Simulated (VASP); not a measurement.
# MgB2 (P6/mmm) in VASP: notebook, part 2 of 2

VASP 6.6.1. The steps go on from the part before.

**3. Single point, LDA (zz strain of -3 %)**

Contents of INCAR:

```
SYSTEM = MgB2
ALGO     = Normal         ! electronic algorithm
EDIFF    = 1E-7           ! SCF threshold, eV
ENCUT    = 520            ! plane-wave cutoff, eV
GGA      = CA             ! functional
ISIF     = 2              ! what is computed and relaxed
ISMEAR   = -1             ! smearing method
LASPH    = .True.         ! aspherical terms in the spheres
LCHARG   = .False.        ! write CHGCAR
LREAL    = .False.        ! projectors in reciprocal space
LWAVE    = .False.        ! write WAVECAR
NBANDS   = 11             ! bands
NELM     = 100            ! most SCF steps
PREC     = Accurate       ! precision mode
SIGMA    = 0.05           ! smearing width, eV
```

Contents of KPOINTS:

```
k-points
0
Gamma
  12 12 9
  0 0 0
```

Contents of POSCAR:

```
MgB2
1.0
    3.0850007055      0.0000000000      0.0000000000
   -1.5425003528      2.6716889817      0.0000000000
    0.0000000000      0.0000000000      3.4173100000
Mg B
1 2
Direct
    0.0000000000      0.0000000000      0.0000000000
    0.3333333333      0.6666666667      0.5000000000
    0.6666666667      0.3333333333      0.5000000000
```

Potentials or basis: VASP PAW LDA potentials, release 64 (Mg, B).

The run is started by

```console
cat potpaw_LDA.64/Mg/POTCAR potpaw_LDA.64/B/POTCAR > POTCAR
mpirun -np 1 vasp_std > vasp.out
```

OUTCAR:

```text
SYSTEM = MgB2
   EDIFF = 1E-7
   ENCUT = 520
   GGA = CA
   ISIF = 2
   ISMEAR = -1
   LASPH = .True.
   LREAL = .False.
   NELM = 100
   PREC = Accurate

 ion  position               nearest neighbor table
   1  0.000  0.000  0.000-   2 2.47   3 2.47   2 2.47   3 2.47   3 2.47   3 2.47   2 2.47   2 2.47
                             3 2.47   3 2.47   2 2.47   2 2.47
   2  0.333  0.667  0.500-   3 1.78   3 1.78   3 1.78   1 2.47   1 2.47   1 2.47   1 2.47   1 2.47
                             1 2.47
   3  0.667  0.333  0.500-   2 1.78   2 1.78   2 1.78   1 2.47   1 2.47   1 2.47   1 2.47   1 2.47
                             1 2.47

  LATTYP: Found a hexagonal cell.
 ALAT       =     3.0850007055
 C/A-ratio  =     1.1077177370

  Lattice vectors:

 A1 = (   3.0850007055,   0.0000000000,   0.0000000000)
 A2 = (  -1.5425003528,   2.6716889817,   0.0000000000)
 A3 = (   0.0000000000,   0.0000000000,   3.4173100000)

Analysis of symmetry for initial positions (statically):
=====================================================================
 Subroutine PRICEL returns:
 Original cell was already a primitive cell.

 Routine SETGRP: Setting up the symmetry group for a
 hexagonal supercell.

[... 176 lines left out ...]
  band No.  band energies     occupation
      1      -7.0329      2.00000
      2       2.7609      2.00000
      3       5.6342      0.00692
      4       5.6342      0.00692
      5       7.6610      0.00000
      6      11.4978      0.00000
      7      11.4978      0.00000
      8      13.4715      0.00000
      9      15.3197      0.00000
     10      17.8933      0.00000
     11      21.8364      0.00000
[... 309 lines left out ...]
 k-point    24 :       0.3333    0.0000    0.1111
  band No.  band energies     occupation
      1      -5.0358      2.00000
      2       0.3123      2.00000
      3       3.5891      2.00000
      4       3.7526      2.00000
      5       9.2596      0.00000
      6      10.2749      0.00000
      7      11.1855      0.00000
      8      15.1487      0.00000
      9      17.1407      0.00000
     10      18.2994      0.00000
     11      18.3102      0.00000

 [... further k-points ...]
[... 5 lines left out ...]
  --------------------------------------------------------------------------------------
  -------------------------------------------------------------------------------------
  Total       -1.4230841     -1.4230841      0.1561741      0.0000000     -0.0000000      0.0000000
  in kB      -80.9497677    -80.9497677      8.8837023      0.0000000     -0.0000000      0.0000000
  external PRESSURE =     -51.0052777 kB  Pullay stress =       0.0000000 kB

 VOLUME and BASIS-vectors are now :
 -----------------------------------------------------------------------------
  energy-cutoff  :      520.00
  volume of cell :       28.17
      direct lattice vectors                 reciprocal lattice vectors
     3.085000706  0.000000000  0.000000000     0.324149034  0.187147532  0.000000000
    -1.542500353  2.671688982  0.000000000     0.000000000  0.374295065  0.000000000
     0.000000000  0.000000000  3.417310000     0.000000000  0.000000000  0.292627827

 POSITION                                       TOTAL-FORCE (eV/Angst)
 -----------------------------------------------------------------------------------
      0.00000      0.00000      0.00000         0.000000      0.000000      0.000000
     -0.00000      1.78113      1.70866         0.000000     -0.000000     -0.000000
      1.54250      0.89056      1.70866        -0.000000      0.000000      0.000000
 -----------------------------------------------------------------------------------
    total drift:                                0.000000     -0.000000      0.000000

  FREE ENERGIE OF THE ION-ELECTRON SYSTEM (eV)
  ---------------------------------------------------
  free  energy   TOTEN  =       -17.2706682559 eV

  energy  without entropy=      -17.2665807831  energy(sigma->0) =      -17.26862452
```

OSZICAR:

```text
N       E                     dE             d eps       ncg     rms          rms(c)
DAV:   1     0.187327202333E+01    0.18733E+01   -0.37796E+03  2282   0.607E+02
DAV:   2    -0.185071308455E+02   -0.20380E+02   -0.19258E+02  2706   0.108E+02
DAV:   3    -0.190033935316E+02   -0.49626E+00   -0.49440E+00  2737   0.138E+01
DAV:   4    -0.190044181265E+02   -0.10246E-02   -0.10245E-02  2494   0.690E-01
DAV:   5    -0.190044209712E+02   -0.28448E-05   -0.28440E-05  2574   0.358E-02    0.507E+00
DAV:   6    -0.175393338736E+02    0.14651E+01   -0.17652E+00  2389   0.629E+00    0.233E+00
DAV:   7    -0.172801443833E+02    0.25919E+00   -0.10117E+00  2458   0.474E+00    0.660E-01
DAV:   8    -0.172803134869E+02   -0.16910E-03   -0.11841E-01  2303   0.186E+00    0.395E-01
DAV:   9    -0.172708286863E+02    0.94848E-02   -0.20011E-02  2315   0.658E-01    0.656E-02
DAV:  10    -0.172706758905E+02    0.15280E-03   -0.14179E-03  2580   0.206E-01    0.219E-02
DAV:  11    -0.172706692170E+02    0.66735E-05   -0.58685E-05  2306   0.454E-02    0.415E-03
DAV:  12    -0.172706683401E+02    0.87687E-06   -0.50979E-06  2363   0.108E-02    0.149E-03
DAV:  13    -0.172706682559E+02    0.84230E-07   -0.20781E-07  2323   0.275E-03
   1 F= -.17270668E+02 E0= -.17268625E+02  d E =-.408747E-02
```

Run time: 40 s. Hardware: 1 thread of AMD EPYC 7R43 (Zen 3), shared host; peak memory 0.12 GiB.

Results:

* Free energy: -17.2707 eV
* Pressure: -5.1 GPa
* Band gap on the k mesh: zero (band 4 reaches 7.40 eV, above the bottom of band 5 at 3.42 eV)

Caveat: the cell differs from its parent crystal (zz strain of -3 %).

**4. Single point, LDA (zz strain of -2 %)**

Contents of INCAR:

```
SYSTEM = MgB2
PREC = Accurate
ENCUT = 520
EDIFF = 1E-6
ISMEAR = -1
SIGMA = 0.05
LREAL = .FALSE.
LASPH = .TRUE.
NELM = 60
ALGO = Normal
ISIF = 2
LWAVE = .FALSE.
LCHARG = .FALSE.
GGA = CA
NBANDS = 11
```

Contents of KPOINTS:

```
regular mesh
0
G
  12 12 9
  0 0 0
```

POSCAR: that of step 3 with these lines changed.

```diff
@@ -4,3 +4,3 @@
    -1.5425003528      2.6716889817      0.0000000000
-    0.0000000000      0.0000000000      3.4173100000
+    0.0000000000      0.0000000000      3.4525400000
 Mg B
```

The run is started by

```console
cat potpaw_LDA.64/Mg/POTCAR potpaw_LDA.64/B/POTCAR > POTCAR
mpirun -np 1 vasp_std > vasp.out
```

Wall time 34 s (1 thread of AMD EPYC 7R43 (Zen 3), shared host); peak memory 0.12 GiB.

The run converged. Its results:

```
Free energy            : -17.2698 eV
Pressure               : -6.2 GPa
Band gap on the k mesh : zero (band 4 reaches 7.26 eV, above the bottom of band 5 at 3.38 eV)
```

Stress tensor (GPa, compression positive):
```
-8.29  0.00  0.00
 0.00 -8.29  0.00
 0.00  0.00 -2.01
```

Levels at points of the mesh, in eV from the Fermi level:
| k point | band 2 | band 3 | band 4 | band 5 | band 6 | band 7 |
| --- | --- | --- | --- | --- | --- | --- |
| (0.00, 0.00, 0.00) | -2.70 | 0.31 | 0.31 | 2.10 | 6.19 | 6.19 |
| (0.50, 0.00, 0.00) | -7.82 | -2.21 | 0.39 | 3.27 | 3.85 | 5.74 |

Caveat: the cell differs from its parent crystal (zz strain of -2 %).

**5. Overview**

| cell | gap on the mesh (eV) | pressure (GPa) |
| --- | --- | --- |
| a = 2.992, b = 2.992, c = 3.523 Å, angles 90.0, 90.0, 120.0°, 3 atoms | none | 2.5 |
| a = 3.085, b = 3.085, c = 3.417 Å, angles 90.0, 90.0, 120.0°, 3 atoms | none | -5.1 |
| a = 3.085, b = 3.085, c = 3.453 Å, angles 90.0, 90.0, 120.0°, 3 atoms | none | -6.2 |

Alike in all rows: task single point; level LDA; potentials or basis VASP PAW LDA potentials, release 64 (Mg, B); no spin polarisation; k mesh 12 × 12 × 9; cutoff (eV) 520; smearing fermi-dirac 0.05 eV.

Absolute energies hang on the potentials; compare differences alone.
